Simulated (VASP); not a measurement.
# TiH (P6_3/mmc) in VASP: a series of runs, part 2 of 2

VASP 6.6.1. Earlier steps stand in the parts before.

## (3) Single point, LDA

This run uses another cell than the first one, of 8.72 Å³/atom, 1.118 times its volume.

INCAR

```
  ALGO = Normal
  EDIFF = 1E-7
  ENCUT = 520
  GGA = CA
  ISIF = 2
  ISMEAR = 1
  LASPH = T
  LCHARG = F
  LREAL = F
  LWAVE = F
  NBANDS = 21
  NELM = 60
  PREC = Accurate
  SIGMA = 0.05
```

KPOINTS

```
k-points
0
Gamma
  7 7 4
```

POSCAR

```
TiH
1.0
    2.8110448745      0.0000000000      0.0000000000
   -1.4055224373      2.4344362725      0.0000000000
    0.0000000000      0.0000000000      5.0964875482
Ti H
2 2
Direct
    0.0000000000      0.0000000000      0.0000000000
    0.0000000000      0.0000000000      0.5000000000
    0.6666666667      0.3333333333      0.7500000000
    0.3333333333      0.6666666667      0.2500000000
```

Potentials or basis: VASP PAW LDA potentials, release 64 (Ti_sv, H).

The run is started by

```
$ cat potpaw_LDA.64/Ti_sv/POTCAR potpaw_LDA.64/H/POTCAR > POTCAR
$ mpirun -np 1 vasp_std > vasp.out
```

OUTCAR:

```text
EDIFF = 1E-7
   ENCUT = 520
   GGA = CA
   ISIF = 2
   ISMEAR = 1
   LASPH = T
   LREAL = F
   NELM = 60
   PREC = Accurate

 ion  position               nearest neighbor table
   1  0.000  0.000  0.000-   2 2.55   2 2.55
   2  0.000  0.000  0.500-   1 2.55   1 2.55
   3  0.667  0.333  0.750-
   4  0.333  0.667  0.250-

  LATTYP: Found a hexagonal cell.
 ALAT       =     2.8110448745
 C/A-ratio  =     1.8130224794

  Lattice vectors:

 A1 = (   2.8110448745,   0.0000000000,   0.0000000000)
 A2 = (  -1.4055224373,   2.4344362725,   0.0000000000)
 A3 = (   0.0000000000,   0.0000000000,   5.0964875482)

Analysis of symmetry for initial positions (statically):
=====================================================================
 Subroutine PRICEL returns:
 Original cell was already a primitive cell.

 Routine SETGRP: Setting up the symmetry group for a
 hexagonal supercell.

 Subroutine GETGRP returns: Found 24 space group operations
 (whereof 12 operations were pure point group operations)
 out of a pool of 24 trial point group operations.

The static configuration has the point symmetry D_3d.
 The point group associated with its full space group is D_6h.

Analysis of symmetry for dynamics (positions and initial velocities):
=====================================================================
 Subroutine PRICEL returns:
 Original cell was already a primitive cell.

 Routine SETGRP: Setting up the symmetry group for a
 hexagonal supercell.

 Subroutine GETGRP returns: Found 24 space group operations
 (whereof 12 operations were pure point group operations)
 out of a pool of 24 trial point group operations.

The dynamic configuration has the point symmetry D_3d.
 The point group associated with its full space group is D_6h.
[... 116 lines left out ...]
   EFERMI =   0.00;   METHOD = LEGACY
   ISMEAR =     1;   SIGMA  =   0.05  broadening in eV -4-tet -1-fermi 0-gaus
   EFERMI_NEDOS =   21; number of points for ismear=-14 and -15
   IALGO  =     38    algorithm
   IMIX   =      4    mixing-type and parameters
     AMIX     =   0.40;   BMIX     =  1.00
     AMIX_MAG =   1.60;   BMIX_MAG =  1.00
  volume/ion in A,a.u.               =       8.72        58.84
  Fermi-wavevector in a.u.,A,eV,Ry     =   1.484409  2.805126 29.980028  2.203470
  Thomas-Fermi vector in A             =   2.597949
   LORBIT       =      0    0 simple, 1 ext, 2 COOP (PROOUT), +10 PAW based schemes
   GGA     = CA    functional components
   LHFCALC =     F    Hartree Fock is set to
   AEXX    =    0.0000 exact exchange contribution
   IVDW    =     0    specifies the selected vdW correction
   LEPSILON=     F    determine dielectric tensor
   LRPA    =     F    only Hartree local field effects (RPA)
 non-spin polarized calculation
 Methfessel and Paxton  Order N= 1 SIGMA  =   0.05
  energy-cutoff  :      520.00
  volume of cell :       34.88
 maximum number of plane-waves:       954
 NGX is ok and might be reduce to    24
   NGX = 11   NGY = 11   NGZ = 19

 number of electron      26.0000011 magnetization

 Free energy of the ion-electron system (eV)
  ---------------------------------------------------
  ext. energy  EPLUGINS =         0.00000000
  ---------------------------------------------------
  free energy    TOTEN  =       -25.19336662 eV

  energy without entropy =      -25.19302062  energy(sigma->0) =      -25.19325128

 E-fermi :   9.2054     XC(G=0): -12.3638

 val. band max:        9.1768224663   @ k =   0.4286   0.1429   0.2500
 cond. band min:       9.3679125179   @ k =   0.2857   0.2857   0.0000
 fundamental gap:      0.1910900516
 Fermi energy:         9.2054068358

 k-point     1 :       0.0000    0.0000    0.0000
  band No.  band energies     occupation
      1     -46.8323      2.00000
      2     -46.6360      2.00000
      3     -24.1010      2.00000
      4     -23.0613      2.00000
      5     -23.0613      2.00000
      6     -22.9428      2.00000
[... 565 lines left out ...]
     20      14.4819      0.00000
     21      16.5972      0.00000

------------------------ aborting loop because EDIFF is reached ----------------------------------------

  FORCE on cell =-STRESS in cart. coord.  units (eV):
  Direction    XX          YY          ZZ          XY          YZ          ZX
  --------------------------------------------------------------------------------------
  -------------------------------------------------------------------------------------
  Total        0.0096179      0.0096179      0.0425921     -0.0000000     -0.0000000      0.0000000
  in kB        0.4418299      0.4418299      1.9566027     -0.0000000     -0.0000000      0.0000000
  external PRESSURE =       0.9467542 kB  Pullay stress =       0.0000000 kB

 VOLUME and BASIS-vectors are now :
 -----------------------------------------------------------------------------
  energy-cutoff  :      520.00
  volume of cell :       34.88
      direct lattice vectors                 reciprocal lattice vectors
     2.811044874  0.000000000  0.000000000     0.355739607  0.205386358  0.000000000
    -1.405522437  2.434436273  0.000000000     0.000000000  0.410772716  0.000000000
     0.000000000  0.000000000  5.096487548     0.000000000  0.000000000  0.196213567

 POSITION                                       TOTAL-FORCE (eV/Angst)
 -----------------------------------------------------------------------------------
      0.00000      0.00000      0.00000         0.000000      0.000000     -0.000000
      0.00000      0.00000      2.54824        -0.000000      0.000000     -0.000000
      1.40552      0.81148      3.82237         0.000000      0.000000      0.000000
     -0.00000      1.62296      1.27412        -0.000000     -0.000000      0.000000
 -----------------------------------------------------------------------------------
    total drift:                               -0.000000      0.000000      0.000000

  FREE ENERGIE OF THE ION-ELECTRON SYSTEM (eV)
  ---------------------------------------------------
  free  energy   TOTEN  =       -25.1933666156 eV

  energy  without entropy=      -25.1930206208  energy(sigma->0) =      -25.19325128
```

Run time: 6.8 s. Hardware: 1 thread of Intel Xeon 6975P-C (Granite Rapids), shared host; peak memory 0.14 GiB.

Results:

```yaml
Free_energy: -25.1934 eV
Pressure: 0.1 GPa
Band_gap_on_the_k_mesh: zero (band 13 reaches 10.03 eV, above the bottom of band 14 at 8.65 eV)
```

Stress tensor (GPa, compression positive):
```
0.04 0.00 0.00
0.00 0.04 0.00
0.00 0.00 0.20
```

Caveat: the k points lie up to 0.37 Å⁻¹ apart.

## (4) Relaxation of cell and atoms, LDA

This run uses another cell than the first one, of 9.44 Å³/atom, 1.210 times its volume.

INCAR

```
ALGO     = Normal         # electronic algorithm
EDIFF    = 1E-7           # SCF threshold, eV
EDIFFG   = -0.02          # ionic threshold
ENCUT    = 600            # plane-wave cutoff, eV
GGA      = CA             # functional
IBRION   = 2              # ionic algorithm
ISIF     = 3              # what is computed and relaxed
ISMEAR   = 1              # smearing method
LASPH    = T              # aspherical terms in the spheres
LCHARG   = F              # write CHGCAR
LREAL    = F              # projectors in reciprocal space
LWAVE    = F              # write WAVECAR
NELM     = 100            # most SCF steps
NSW      = 60             # ionic steps
PREC     = Accurate       # precision mode
SIGMA    = 0.05           # smearing width, eV
```

KPOINTS is that of step 3.

POSCAR

```
TiH
1.0
    2.8775820000      0.0000000000      0.0000000000
   -1.4387910000      2.4920590000      0.0000000000
    0.0000000000      0.0000000000      5.2632940000
Ti H
2 2
Direct
    0.0000000000      0.0000000000      0.0000000000
    0.0000000000      0.0000000000      0.5000000000
    0.6666666667      0.3333333333      0.7500000000
    0.3333333333      0.6666666667      0.2500000000
```

The run is started by

```
$ cat potpaw_LDA.64/Ti_sv/POTCAR potpaw_LDA.64/H/POTCAR > POTCAR
$ mpirun -np 1 vasp_std > vasp.out
```

Run time: 20 s. Hardware: 1 thread of Intel Xeon 6975P-C (Granite Rapids), shared host; peak memory 0.15 GiB.

Results (log left out):

```
Free energy                            : -25.1954 eV
Relaxed volume                         : 8.72 Å³/atom
Relaxed cell                           : a = 2.810 Å, b = 2.810 Å, c = 5.102 Å, α = 90.00°, β = 90.00°, γ = 120.00°
Space group after relaxing (to 0.05 Å) : P6_3/mmc (No. 194)
Energy gained by relaxing              : 23.5 meV/atom
Ionic steps                            : 3
Pressure after relaxing                : 0.0 GPa
Band gap on the k mesh                 : zero (band 13 reaches 10.02 eV, above the bottom of band 14 at 8.65 eV)
```

Stress tensor (GPa, compression positive):
```
 0.13  0.00  0.00
 0.00  0.13  0.00
 0.00  0.00 -0.14
```

The path:
| step | energy change (eV) | largest force (eV/Å) | pressure (GPa) | volume (Å³) |
| --- | --- | --- | --- | --- |
| 1 | 0.0000 | 0.0000 | -9.78 | 37.74 |
| 2 | -0.0934 | 0.0000 | 0.93 | 34.68 |
| 3 | -0.0940 | 0.0000 | 0.04 | 34.90 |

Final structure:
```
CELL_PARAMETERS angstrom
2.81036 0.00000 0.00000
-1.40518 2.43385 0.00000
0.00000 0.00000 5.10168
ATOMIC_POSITIONS crystal
Ti 0.00000 0.00000 0.00000
Ti 0.00000 0.00000 0.50000
H 0.66667 0.33333 0.75000
H 0.33333 0.66667 0.25000
```

Levels at points of the mesh, in eV from the Fermi level:
```tsv
k point	band 10	band 11	band 12	band 13	band 14	band 15	band 16	band 17
(0.00, 0.00, 0.00)	-5.69	-2.74	-1.80	0.41	0.41	1.22	1.22	1.43
(0.00, 0.00, 0.50)	-8.21	-1.20	-1.20	0.80	0.80	0.80	0.80	2.46
```

Caveat: the k points lie up to 0.37 Å⁻¹ apart in the final cell.

## (5) Relaxation of cell and atoms, LDA, target pressure 20 GPa, at which the enthalpy is minimised

This run uses another cell than the first one, of 9.44 Å³/atom, 1.210 times its volume.

INCAR

```
SYSTEM = TiH
PREC     = Accurate       ! precision mode
ENCUT    = 600            ! plane-wave cutoff, eV
EDIFF    = 1E-6           ! SCF threshold, eV
ISMEAR   = 1              ! smearing method
SIGMA    = 0.05           ! smearing width, eV
LREAL    = .FALSE.        ! projectors in reciprocal space
LASPH    = .TRUE.         ! aspherical terms in the spheres
NELM     = 60             ! most SCF steps
ALGO     = Normal         ! electronic algorithm
ISIF     = 3              ! what is computed and relaxed
LWAVE    = .FALSE.        ! write WAVECAR
LCHARG   = .FALSE.        ! write CHGCAR
GGA      = CA             ! functional
IBRION   = 2              ! ionic algorithm
NSW      = 60             ! ionic steps
EDIFFG   = -0.02          ! ionic threshold
PSTRESS  = 200.0
```

KPOINTS

```
Automatic mesh
0
G
  7 7 4
  0 0 0
```

POSCAR is that of step 4.

The run is started by

```
$ cat potpaw_LDA.64/Ti_sv/POTCAR potpaw_LDA.64/H/POTCAR > POTCAR
$ mpirun -np 1 vasp_std > vasp.out
```

Run time: 20 s. Hardware: 1 thread of Intel Xeon 6975P-C (Granite Rapids), shared host; peak memory 0.16 GiB.

Results (log left out):

| Property | Result |
| --- | --- |
| Free energy | -24.9844 eV |
| Relaxed volume | 7.80 Å³/atom |
| Relaxed cell | a = 2.706 Å, b = 2.706 Å, c = 4.920 Å, α = 90.00°, β = 90.00°, γ = 120.00° |
| Space group after relaxing (to 0.05 Å) | P6_3/mmc (No. 194) |
| Energy change on relaxing (the enthalpy is what falls) | +29.3 meV/atom |
| Ionic steps | 3 |
| Pressure after relaxing | 20.0 GPa |
| Band gap on the k mesh | zero (band 13 reaches 11.39 eV, above the bottom of band 14 at 9.85 eV) |

Stress tensor (GPa, compression positive):
```
19.86  0.00  0.00
 0.00 19.86  0.00
 0.00  0.00 20.32
```

Step by step:
```csv
step,energy change (eV),largest force (eV/Å),pressure (GPa),volume (Å³)
1,0.0000,0.0000,-9.79,37.74
2,0.5241,0.0000,38.59,28.95
3,0.1170,0.0000,20.01,31.21
```

Final structure:
```
CELL_PARAMETERS angstrom
2.70642 0.00000 0.00000
-1.35321 2.34383 0.00000
0.00000 0.00000 4.92001
ATOMIC_POSITIONS crystal
Ti 0.00000 0.00000 0.00000
Ti 0.00000 0.00000 0.50000
H 0.66667 0.33333 0.75000
H 0.33333 0.66667 0.25000
```

Levels at points of the mesh, in eV from the Fermi level:
| k point | band 11 | band 12 | band 13 | band 14 | band 15 | band 16 |
| --- | --- | --- | --- | --- | --- | --- |
| (0.00, 0.00, 0.00) | -2.71 | -2.02 | 0.47 | 0.47 | 1.41 | 1.41 |
| (0.00, 0.00, 0.50) | -1.21 | -1.21 | 0.92 | 0.92 | 0.92 | 0.92 |

Caveat: the k points lie up to 0.38 Å⁻¹ apart in the final cell; the cell is relaxed towards a set pressure, so the enthalpy falls and the energy may rise; the volume moved by over 15 % at a fixed basis, so the end points are rough.

## (6) Relaxation of cell and atoms, LDA, target pressure 40 GPa, at which the enthalpy is minimised

This run uses another cell than the first one, of 9.44 Å³/atom, 1.210 times its volume.

INCAR

```
SYSTEM = TiH
  PREC = Accurate
  ENCUT = 600
  EDIFF = 1E-7
  ISMEAR = 1
  SIGMA = 0.05
  LREAL = .False.
  LASPH = .True.
  NELM = 80
  ALGO = Normal
  ISIF = 3
  LWAVE = .False.
  LCHARG = .False.
  GGA = CA
  IBRION = 2
  NSW = 60
  EDIFFG = -0.02
  PSTRESS = 400.0
```

KPOINTS

```
Automatic mesh
0
Gamma
  7 7 4
  0 0 0
```

POSCAR is that of step 5.

Potentials or basis: VASP PAW LDA potentials, release 64 (Ti_sv, H).

The run is started by

```
$ cat potpaw_LDA.64/Ti_sv/POTCAR potpaw_LDA.64/H/POTCAR > POTCAR
$ mpirun -np 1 vasp_std > vasp.out
```

Run time: 30 s. Hardware: 1 thread of Intel Xeon 6975P-C (Granite Rapids), shared host; peak memory 0.16 GiB.

It converged, with:

```
Free energy                                            : -24.5405 eV
Relaxed volume                                         : 7.20 Å³/atom
Relaxed cell                                           : a = 2.631 Å, b = 2.631 Å, c = 4.804 Å, α = 90.00°, β = 90.00°, γ = 120.00°
Space group after relaxing (to 0.05 Å)                 : P6_3/mmc (No. 194)
Energy change on relaxing (the enthalpy is what falls) : +140.2 meV/atom
Ionic steps                                            : 5
Pressure after relaxing                                : 40.0 GPa
Band gap on the k mesh                                 : zero (band 13 reaches 12.54 eV, above the bottom of band 14 at 10.81 eV)
```

Step by step:
| step | energy change (eV) | largest force (eV/Å) | pressure (GPa) | volume (Å³) |
| --- | --- | --- | --- | --- |
| 1 | 0.0000 | 0.0000 | -9.78 | 37.74 |
| 2 | 2.7495 | 0.0000 | 111.93 | 23.89 |
| 3 | 0.5205 | 0.0000 | 38.44 | 28.96 |
| 4 | 0.5597 | 0.0000 | 39.99 | 28.80 |
| 5 | 0.5608 | 0.0000 | 39.99 | 28.79 |

Final structure:
```xyz
4
Lattice="2.6307 0.0000 0.0000 -1.3154 2.2783 0.0000 0.0000 0.0000 4.8037" Properties=species:S:1:pos:R:3 pbc="T T T"
Ti    0.0000    0.0000    4.8037
Ti    0.0000    0.0000    2.4019
H     1.3154    0.7594    3.6028
H     0.0000    1.5189    1.2009
```

Levels at points of the mesh, in eV from the Fermi level:
```
           k point  band 9  band 10  band 11  band 12  band 13  band 14  band 15  band 16  band 17
(0.00, 0.00, 0.00)  -10.36    -5.75    -2.68    -2.18     0.52     0.52     1.54     1.54     1.88
(0.00, 0.00, 0.50)   -8.60    -8.60    -1.22    -1.22     1.01     1.01     1.01     1.01     3.18
```

Caveat: the k points lie up to 0.39 Å⁻¹ apart in the final cell; the cell is relaxed towards a set pressure, so the enthalpy falls and the energy may rise; the volume moved by over 15 % at a fixed basis, so the end points are rough.

## (7) Relaxation of cell and atoms, LDA, target pressure 60 GPa, at which the enthalpy is minimised

This run uses another cell than the first one, of 9.44 Å³/atom, 1.210 times its volume.

INCAR

```
ALGO = Normal
EDIFF = 1E-7
EDIFFG = -0.02
ENCUT = 600
IBRION = 2
ISIF = 3
ISMEAR = 1
LASPH = True
LCHARG = False
LREAL = False
LWAVE = False
NELM = 80
NSW = 60
PREC = Accurate
PSTRESS = 600.0
SIGMA = 0.05
```

KPOINTS

```
k-points
0
Gamma
  7 7 4
```

POSCAR is that of step 6.

The run is started by

```
$ cat potpaw_LDA.64/Ti_sv/POTCAR potpaw_LDA.64/H/POTCAR > POTCAR
$ mpirun -np 1 vasp_std > vasp.out
```

Wall time 47 s (1 thread of Intel Xeon 6975P-C (Granite Rapids), shared host); peak memory 0.16 GiB.

Results (log left out):

```
Free energy                                            : -23.9846 eV
Relaxed volume                                         : 6.75 Å³/atom
Relaxed cell                                           : a = 2.573 Å, b = 2.573 Å, c = 4.709 Å, α = 90.00°, β = 90.00°, γ = 120.00°
Space group after relaxing (to 0.05 Å)                 : P6_3/mmc (No. 194)
Energy change on relaxing (the enthalpy is what falls) : +279.2 meV/atom
Ionic steps                                            : 8
Pressure after relaxing                                : 60.1 GPa
Band gap on the k mesh                                 : zero (band 13 reaches 13.53 eV, above the bottom of band 14 at 11.61 eV)
```

Stress tensor (GPa, compression positive):
```
60.14  0.00  0.00
 0.00 60.14  0.00
 0.00  0.00 60.01
```

Step by step:
```
step  energy change (eV)  largest force (eV/Å)  pressure (GPa)  volume (Å³)
   1              0.0000                0.0000           -9.78        37.74
   2              7.4668                0.0000          245.83        19.45
   3              0.9040                0.0000           52.75        27.60
   4              1.0685                0.0000           58.42        27.13
   5              1.1389                0.0000           60.83        26.94
   6              1.0921                0.0000           59.25        27.06
   7              1.1011                0.0000           59.57        27.04
   8              1.1168                0.0000           60.10        27.00
```

Final structure:
```
CELL_PARAMETERS angstrom
2.57303 0.00000 0.00000
-1.28652 2.22831 0.00000
0.00000 0.00000 4.70868
ATOMIC_POSITIONS crystal
Ti 0.00000 0.00000 0.00000
Ti 0.00000 0.00000 0.50000
H 0.66667 0.33333 0.75000
H 0.33333 0.66667 0.25000
```

Levels at points of the mesh, in eV from the Fermi level:
| k point | band 11 | band 12 | band 13 | band 14 | band 15 | band 16 |
| --- | --- | --- | --- | --- | --- | --- |
| (0.00, 0.00, 0.00) | -2.62 | -2.34 | 0.55 | 0.55 | 1.65 | 1.65 |
| (0.00, 0.00, 0.50) | -1.22 | -1.22 | 1.08 | 1.08 | 1.08 | 1.08 |

Caveat: the k points lie up to 0.40 Å⁻¹ apart in the final cell; the cell is relaxed towards a set pressure, so the enthalpy falls and the energy may rise; the volume moved by over 15 % at a fixed basis, so the end points are rough.

## (8) Overview

```tsv
task	cell	cutoff (eV)	gap on the mesh (eV)	pressure (GPa)
single point	a = 2.705, b = 2.705, c = 4.920 Å, angles 90.0, 90.0, 120.0°, 4 atoms	520	none	20.1
single point	a = 2.811, b = 2.811, c = 5.096 Å, angles 90.0, 90.0, 120.0°, 4 atoms	520	none	0.1
relaxation of cell and atoms	relaxed from a = 2.878, b = 2.878, c = 5.263 Å, angles 90.0, 90.0, 120.0°, 4 atoms	600	none	0.0
relaxation of cell and atoms	relaxed to 20 GPa from a = 2.878, b = 2.878, c = 5.263 Å, angles 90.0, 90.0, 120.0°, 4 atoms	600	none	20.0
relaxation of cell and atoms	relaxed to 40 GPa from a = 2.878, b = 2.878, c = 5.263 Å, angles 90.0, 90.0, 120.0°, 4 atoms	600	none	40.0
relaxation of cell and atoms	relaxed to 60 GPa from a = 2.878, b = 2.878, c = 5.263 Å, angles 90.0, 90.0, 120.0°, 4 atoms	600	none	60.1
```

Alike in all rows: level LDA; potentials or basis VASP PAW LDA potentials, release 64 (Ti_sv, H); no spin polarisation; k mesh 7 × 7 × 4; smearing methfessel-paxton 0.05 eV.

Caveats: all runs use coarse meshes; the cell is relaxed towards a set pressure, so the enthalpy falls and the energy may rise (some runs); the volume moved by over 15 % at a fixed basis, so the end points are rough (some runs).

Absolute energies hang on the potentials; compare differences alone.
